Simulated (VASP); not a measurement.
# SnTe (I4/mmm) in VASP: further runs, part 2 of 2

VASP 6.6.1. Earlier steps stand in the parts before.

## Step 3: Single point, PBEsol (strain -0.0050 x Voigt [0, 1, 0, 0, 0, 0])

File INCAR:

```
SYSTEM = SnTe
  PREC = Accurate
  ENCUT = 520
  EDIFF = 1E-6
  ISMEAR = 0
  SIGMA = 0.03
  LREAL = .False.
  LASPH = .True.
  NELM = 80
  ALGO = Normal
  ISIF = 2
  LWAVE = .False.
  LCHARG = .False.
  GGA = PS
  NBANDS = 17
```

File KPOINTS:

```
regular mesh
0
Gamma
  10 10 10
  0 0 0
```

File POSCAR:

```
SnTe
1.0
    0.0000000000      3.1407175000      3.1565000000
    3.1565000000      0.0000000000      3.1565000000
    3.1565000000      3.1407175000      0.0000000000
Sn Te
1 1
Direct
    0.0000000000      0.0000000000      0.0000000000
    0.5000000000      0.5000000000      0.5000000000
```

Potentials or basis: VASP PAW PBE potentials, release 64 (Sn_d, Te).

On the command line:

```
> cat potpaw_PBE.64/Sn_d/POTCAR potpaw_PBE.64/Te/POTCAR > POTCAR
> mpirun -np 1 vasp_std > vasp.out
```

OUTCAR:

```text
SYSTEM = SnTe
   PREC = Accurate
   ENCUT = 520
   EDIFF = 1E-6
   ISMEAR = 0
   LREAL = .False.
   LASPH = .True.
   NELM = 80
   ISIF = 2
   GGA = PS

 ion  position               nearest neighbor table
   1  0.000  0.000  0.000-   2 3.14   2 3.14   2 3.16   2 3.16   2 3.16   2 3.16
   2  0.500  0.500  0.500-   1 3.14   1 3.14   1 3.16   1 3.16   1 3.16   1 3.16

  LATTYP: Found a body centered tetragonal cell.
 ALAT       =     4.4639651096
 C/A-ratio  =     1.4071424946

  Lattice vectors:

 A1 = (   0.0000000000,  -3.1407175000,   3.1565000000)
 A2 = (   0.0000000000,  -3.1407175000,  -3.1565000000)
 A3 = (   3.1565000000,   3.1407175000,   0.0000000000)

Analysis of symmetry for initial positions (statically):
=====================================================================
 Subroutine PRICEL returns:
 Original cell was already a primitive cell.

 Routine SETGRP: Setting up the symmetry group for a
 body centered tetragonal supercell.

 Subroutine GETGRP returns: Found 16 space group operations
 (whereof 16 operations were pure point group operations)
 out of a pool of 16 trial point group operations.

The static configuration has the point symmetry D_4h.

Analysis of symmetry for dynamics (positions and initial velocities):
=====================================================================
 Subroutine PRICEL returns:
 Original cell was already a primitive cell.

 Routine SETGRP: Setting up the symmetry group for a
 body centered tetragonal supercell.

 Subroutine GETGRP returns: Found 16 space group operations
 (whereof 16 operations were pure point group operations)
 out of a pool of 16 trial point group operations.

The dynamic configuration has the point symmetry D_4h.

 Subroutine INISYM returns: Found 16 space group operations
 (whereof 16 operations are pure point group operations),
 and found     1 'primitive' translations

----------------------------------------------------------------------------------------

                                     Primitive cell

  volume of cell :      62.5850
[... 111 lines left out ...]
  Fermi-wavevector in a.u.,A,eV,Ry     =   1.119252  2.115080 17.044369  1.252726
  Thomas-Fermi vector in A             =   2.255890
   LORBIT       =      0    0 simple, 1 ext, 2 COOP (PROOUT), +10 PAW based schemes
   GGA     = PS    functional components
   LHFCALC =     F    Hartree Fock is set to
   AEXX    =    0.0000 exact exchange contribution
   IVDW    =     0    specifies the selected vdW correction
   LEPSILON=     F    determine dielectric tensor
   LRPA    =     F    only Hartree local field effects (RPA)
 non-spin polarized calculation
 Gauss-broadening in eV      SIGMA  =   0.03
  energy-cutoff  :      520.00
  volume of cell :       62.59
 maximum number of plane-waves:      1701
 NGX is ok and might be reduce to    36
   NGX = 17   NGY = 17   NGZ = 17

 number of electron      19.9999998 magnetization

 Free energy of the ion-electron system (eV)
  ---------------------------------------------------
  ext. energy  EPLUGINS =         0.00000000
  ---------------------------------------------------
  free energy    TOTEN  =        -8.33825117 eV

  energy without entropy =       -8.33825069  energy(sigma->0) =       -8.33825093

 E-fermi :   6.8193     XC(G=0):  -9.6514

 val. band max:        6.7481193836   @ k =   0.5000   0.0000  -0.0000
 cond. band min:       6.8905443073   @ k =   0.5000   0.0000  -0.0000
 fundamental gap:      0.1424249236
 Fermi energy:         6.8193319188

 k-point     1 :       0.0000    0.0000    0.0000
  band No.  band energies     occupation
      1     -14.9827      2.00000
      2     -14.9811      2.00000
      3     -14.9759      2.00000
      4     -14.9746      2.00000
      5     -14.9746      2.00000
      6      -6.0178      2.00000
[... 457 lines left out ...]
      4     -14.9676      2.00000
      5     -14.9659      2.00000
      6      -4.8306      2.00000
[... 9 lines left out ...]
     16      15.9863      0.00000
     17      16.4191      0.00000

 [... further k-points ...]

------------------------ aborting loop because EDIFF is reached ----------------------------------------

  FORCE on cell =-STRESS in cart. coord.  units (eV):
  Direction    XX          YY          ZZ          XY          YZ          ZX
  --------------------------------------------------------------------------------------
  -------------------------------------------------------------------------------------
  Total       -0.2180191      0.0384700     -0.2180191      0.0000000      0.0000000      0.0000000
  in kB       -5.5812907      0.9848324     -5.5812907      0.0000000      0.0000000      0.0000000
  external PRESSURE =      -3.3925830 kB  Pullay stress =       0.0000000 kB

 VOLUME and BASIS-vectors are now :
 -----------------------------------------------------------------------------
  energy-cutoff  :      520.00
  volume of cell :       62.59
      direct lattice vectors                 reciprocal lattice vectors
     0.000000000  3.140717500  3.156500000    -0.158403295  0.159199291  0.158403295
     3.156500000  0.000000000  3.156500000     0.158403295 -0.159199291  0.158403295
     3.156500000  3.140717500  0.000000000     0.158403295  0.159199291 -0.158403295

 POSITION                                       TOTAL-FORCE (eV/Angst)
 -----------------------------------------------------------------------------------
      0.00000      0.00000      0.00000         0.000000      0.000000      0.000000
      3.15650      3.14072      3.15650        -0.000000      0.000000      0.000000
 -----------------------------------------------------------------------------------
    total drift:                               -0.000000      0.000000      0.000000

  FREE ENERGIE OF THE ION-ELECTRON SYSTEM (eV)
  ---------------------------------------------------
  free  energy   TOTEN  =        -8.3382511734 eV

  energy  without entropy=       -8.3382506897  energy(sigma->0) =       -8.33825093
```

Run time: 1.9 min. Hardware: 1 thread of Intel Xeon 8259CL, shared host; peak memory 0.28 GiB.

What came out:

| Quantity | Value |
| --- | --- |
| Free energy | -8.3383 eV |
| Pressure | -0.3 GPa |
| Band gap on the k mesh | 0.14 eV |

Levels at points of the mesh, in eV from the valence-band top:
| k point | band 6 | band 7 | band 8 | band 9 | band 10 | band 11 | band 12 | band 13 | band 14 | band 15 |
| --- | --- | --- | --- | --- | --- | --- | --- | --- | --- | --- |
| (0.00, 0.00, 0.00) | -12.77 | -4.66 | -2.12 | -2.06 | -2.06 | 3.34 | 3.34 | 3.47 | 4.76 | 4.76 |
| (0.50, 0.00, 0.00) | -11.48 | -8.30 | -1.75 | -1.74 | 0.00 | 0.14 | 0.39 | 0.41 | 7.74 | 8.76 |
| (0.50, 0.50, 0.00) | -11.19 | -6.43 | -5.54 | -3.72 | -3.66 | 2.16 | 4.90 | 5.04 | 6.39 | 9.09 |
| (0.50, 0.00, 0.50) | -11.16 | -6.46 | -5.55 | -3.70 | -3.70 | 2.14 | 4.95 | 4.95 | 6.47 | 9.08 |

Caveat: the cell differs from its parent crystal (strain -0.0050 x Voigt [0, 1, 0, 0, 0, 0]); the PAW data sets were made with another functional, which shifts forces and pressure a little; spin-orbit coupling is left out, which moves the levels of the heavy elements.

## Step 4: Single point, PBEsol (strain +0.0050 x Voigt [0, 1, 0, 0, 0, 0])

File INCAR:

```
ALGO = Normal
EDIFF = 1E-6
ENCUT = 520
GGA = PS
ISIF = 2
ISMEAR = 0
LASPH = True
LCHARG = True
LELF = True
LREAL = False
LVHAR = True
LWAVE = False
NBANDS = 17
NELM = 80
PREC = Accurate
SIGMA = 0.03
```

File KPOINTS:

```
k-points
0
Gamma
  10 10 10
```

File POSCAR:

```
SnTe
1.0
    0.0000000000      3.1722825000      3.1565000000
    3.1565000000      0.0000000000      3.1565000000
    3.1565000000      3.1722825000      0.0000000000
Sn Te
1 1
Direct
    0.0000000000      0.0000000000      0.0000000000
    0.5000000000      0.5000000000      0.5000000000
```

Potentials or basis: VASP PAW PBE potentials, release 64 (Sn_d, Te).

On the command line:

```
> cat potpaw_PBE.64/Sn_d/POTCAR potpaw_PBE.64/Te/POTCAR > POTCAR
> mpirun -np 1 vasp_std > vasp.out
```

OUTCAR:

```text
EDIFF = 1E-6
   ENCUT = 520
   GGA = PS
   ISIF = 2
   ISMEAR = 0
   LASPH = True
   LREAL = False
   NELM = 80
   PREC = Accurate

 ion  position               nearest neighbor table
   1  0.000  0.000  0.000-   2 3.16   2 3.16   2 3.16   2 3.16   2 3.17   2 3.17
   2  0.500  0.500  0.500-   1 3.16   1 3.16   1 3.16   1 3.16   1 3.17   1 3.17

  LATTYP: Found a body centered tetragonal cell.
 ALAT       =     4.4639651096
 C/A-ratio  =     1.4212846302

  Lattice vectors:

 A1 = (   0.0000000000,  -3.1722825000,   3.1565000000)
 A2 = (   0.0000000000,  -3.1722825000,  -3.1565000000)
 A3 = (   3.1565000000,   3.1722825000,   0.0000000000)

Analysis of symmetry for initial positions (statically):
=====================================================================
 Subroutine PRICEL returns:
 Original cell was already a primitive cell.

 Routine SETGRP: Setting up the symmetry group for a
 body centered tetragonal supercell.

 Subroutine GETGRP returns: Found 16 space group operations
 (whereof 16 operations were pure point group operations)
 out of a pool of 16 trial point group operations.

The static configuration has the point symmetry D_4h.

[... 160 lines left out ...]

 E-fermi :   6.6864     XC(G=0):  -9.6072

 val. band max:        6.6298933561   @ k =   0.5000   0.0000   0.0000
 cond. band min:       6.7429325915   @ k =   0.5000   0.0000   0.0000
 fundamental gap:      0.1130392354
 Fermi energy:         6.6864129845

 k-point     1 :       0.0000    0.0000    0.0000
  band No.  band energies     occupation
      1     -15.1034      2.00000
      2     -15.1017      2.00000
      3     -15.0967      2.00000
      4     -15.0967      2.00000
      5     -15.0953      2.00000
      6      -6.0685      2.00000
[... 457 lines left out ...]
      4     -15.0887      2.00000
      5     -15.0869      2.00000
      6      -4.8922      2.00000
[... 9 lines left out ...]
     16      15.8068      0.00000
     17      16.2970      0.00000

 [... further k-points ...]

------------------------ aborting loop because EDIFF is reached ----------------------------------------

  FORCE on cell =-STRESS in cart. coord.  units (eV):
  Direction    XX          YY          ZZ          XY          YZ          ZX
  --------------------------------------------------------------------------------------
  -------------------------------------------------------------------------------------
  Total       -0.2306166     -0.4727205     -0.2306166      0.0000000     -0.0000000      0.0000000
  in kB       -5.8450441    -11.9812344     -5.8450441      0.0000000     -0.0000000      0.0000000
  external PRESSURE =      -7.8904409 kB  Pullay stress =       0.0000000 kB

 VOLUME and BASIS-vectors are now :
 -----------------------------------------------------------------------------
  energy-cutoff  :      520.00
  volume of cell :       63.21
      direct lattice vectors                 reciprocal lattice vectors
     0.000000000  3.172282500  3.156500000    -0.158403295  0.157615219  0.158403295
     3.156500000  0.000000000  3.156500000     0.158403295 -0.157615219  0.158403295
     3.156500000  3.172282500  0.000000000     0.158403295  0.157615219 -0.158403295

 POSITION                                       TOTAL-FORCE (eV/Angst)
 -----------------------------------------------------------------------------------
      0.00000      0.00000      0.00000        -0.000000      0.000000      0.000000
      3.15650      3.17228      3.15650         0.000000      0.000000     -0.000000
 -----------------------------------------------------------------------------------
    total drift:                               -0.000000      0.000000      0.000000

  FREE ENERGIE OF THE ION-ELECTRON SYSTEM (eV)
  ---------------------------------------------------
  free  energy   TOTEN  =        -8.3362801012 eV

  energy  without entropy=       -8.3362762095  energy(sigma->0) =       -8.33627816
```

Run time: 2.3 min. Hardware: 1 thread of Intel Xeon 8259CL, shared host; peak memory 0.28 GiB.

What came out:

```yaml
Free_energy: -8.3363 eV
Pressure: -0.8 GPa
Band_gap_on_the_k_mesh: 0.11 eV
```

Stress tensor (GPa, compression positive):
```
-0.58  0.00  0.00
 0.00 -1.20  0.00
 0.00  0.00 -0.58
```

Caveat: the cell differs from its parent crystal (strain +0.0050 x Voigt [0, 1, 0, 0, 0, 0]); the PAW data sets were made with another functional, which shifts forces and pressure a little; spin-orbit coupling is left out, which moves the levels of the heavy elements. A k mesh can miss the band edges.

## Step 5: Single point, PBEsol (strain +0.0100 x Voigt [0, 1, 0, 0, 0, 0])

File INCAR:

```
SYSTEM = SnTe
  ALGO = Normal
  EDIFF = 1E-6
  ENCUT = 520
  GGA = PS
  ISIF = 2
  ISMEAR = 0
  LASPH = .True.
  LCHARG = .True.
  LELF = .True.
  LREAL = .False.
  LVHAR = .True.
  LWAVE = .False.
  NBANDS = 17
  NELM = 60
  PREC = Accurate
  SIGMA = 0.03
```

File KPOINTS:

```
k-points
0
Gamma
  10 10 10
  0 0 0
```

File POSCAR:

```
SnTe
1.0
    0.0000000000      3.1880650000      3.1565000000
    3.1565000000      0.0000000000      3.1565000000
    3.1565000000      3.1880650000      0.0000000000
Sn Te
1 1
Direct
    0.0000000000      0.0000000000      0.0000000000
    0.5000000000      0.5000000000      0.5000000000
```

On the command line:

```
> cat potpaw_PBE.64/Sn_d/POTCAR potpaw_PBE.64/Te/POTCAR > POTCAR
> mpirun -np 1 vasp_std > vasp.out
```

Wall time 2.9 min (1 thread of Intel Xeon 8259CL, shared host); peak memory 0.28 GiB.

The run converged. Its results:

```
Free energy            : -8.3335 eV
Pressure               : -1.0 GPa
Band gap on the k mesh : 0.10 eV
```

Stress tensor (GPa, compression positive):
```
-0.60  0.00  0.00
 0.00 -1.79  0.00
 0.00  0.00 -0.60
```

Levels at points of the mesh, in eV from the valence-band top:
```
           k point  band 7  band 8  band 9  band 10  band 11  band 12  band 13  band 14
(0.00, 0.00, 0.00)   -4.73   -2.08   -2.08    -1.97     3.19     3.42     3.42     4.74
(0.50, 0.00, 0.00)   -8.23   -1.73   -1.70     0.00     0.10     0.40     0.44     7.70
(0.50, 0.50, 0.00)   -6.46   -5.46   -3.69    -3.58     2.19     4.74     5.00     6.35
(0.50, 0.00, 0.50)   -6.39   -5.43   -3.61    -3.61     2.22     4.91     4.91     6.19
```

Caveat: the cell differs from its parent crystal (strain +0.0100 x Voigt [0, 1, 0, 0, 0, 0]); the PAW data sets were made with another functional, which shifts forces and pressure a little; spin-orbit coupling is left out, which moves the levels of the heavy elements. A k mesh can miss the band edges.

## Step 6: Single point, PBEsol (strain +0.0150 x Voigt [0, 1, 0, 0, 0, 0])

File INCAR:

```
ALGO = Normal
EDIFF = 1E-6
ENCUT = 520
GGA = PS
ISIF = 2
ISMEAR = 0
LASPH = True
LCHARG = False
LREAL = False
LWAVE = False
NBANDS = 17
NELM = 100
PREC = Accurate
SIGMA = 0.03
```

File KPOINTS:

```
k-points
0
Gamma
  10 10 10
```

File POSCAR:

```
SnTe
1.0
    0.0000000000      3.2038475000      3.1565000000
    3.1565000000      0.0000000000      3.1565000000
    3.1565000000      3.2038475000      0.0000000000
Sn Te
1 1
Direct
    0.0000000000      0.0000000000      0.0000000000
    0.5000000000      0.5000000000      0.5000000000
```

Potentials or basis: VASP PAW PBE potentials, release 64 (Sn_d, Te).

On the command line:

```
> cat potpaw_PBE.64/Sn_d/POTCAR potpaw_PBE.64/Te/POTCAR > POTCAR
> mpirun -np 1 vasp_std > vasp.out
```

Run time: 2.7 min. Hardware: 1 thread of Intel Xeon 8259CL, shared host; peak memory 0.28 GiB.

Results (log left out):

```
Free energy            : -8.3295 eV
Pressure               : -1.2 GPa
Band gap on the k mesh : 0.10 eV
```

Stress tensor (GPa, compression positive):
```
-0.61  0.00  0.00
 0.00 -2.34  0.00
 0.00  0.00 -0.61
```

Levels at points of the mesh, in eV from the valence-band top:
| k point | band 8 | band 9 | band 10 | band 11 | band 12 | band 13 |
| --- | --- | --- | --- | --- | --- | --- |
| (0.00, 0.00, 0.00) | -2.08 | -2.08 | -1.93 | 3.10 | 3.45 | 3.45 |
| (0.50, 0.00, 0.00) | -1.72 | -1.68 | 0.00 | 0.10 | 0.40 | 0.46 |
| (0.50, 0.50, 0.00) | -5.42 | -3.70 | -3.53 | 2.21 | 4.65 | 5.03 |
| (0.50, 0.00, 0.50) | -5.39 | -3.58 | -3.58 | 2.25 | 4.90 | 4.90 |

Caveat: the cell differs from its parent crystal (strain +0.0150 x Voigt [0, 1, 0, 0, 0, 0]); the PAW data sets were made with another functional, which shifts forces and pressure a little; spin-orbit coupling is left out, which moves the levels of the heavy elements. A k mesh can miss the band edges.

## Step 7: Overview

| cell | gap on the mesh (eV) | pressure (GPa) |
| --- | --- | --- |
| a = 4.442, b = 4.464 Å, angles 59.8, 60.3, 59.8°, 2 atoms | 0.16 | -0.1 |
| a = 4.453, b = 4.464 Å, angles 59.9, 60.2, 59.9°, 2 atoms | 0.14 | -0.3 |
| a = 4.475, b = 4.464 Å, angles 60.1, 59.8, 60.1°, 2 atoms | 0.11 | -0.8 |
| a = 4.486, b = 4.464 Å, angles 60.2, 59.7, 60.2°, 2 atoms | 0.10 | -1.0 |
| a = 4.498, b = 4.464 Å, angles 60.2, 59.5, 60.2°, 2 atoms | 0.10 | -1.2 |

Alike in all rows: task single point; level PBEsol; potentials or basis VASP PAW PBE potentials, release 64 (Sn_d, Te); no spin polarisation; k mesh 10 × 10 × 10; cutoff (eV) 520; smearing gaussian 0.03 eV.

Caveats: the PAW data sets were made with another functional, which shifts forces and pressure a little; spin-orbit coupling is left out, which moves the levels of the heavy elements.

Total energies depend on the potentials used, so only differences within one code and one set of settings carry meaning.
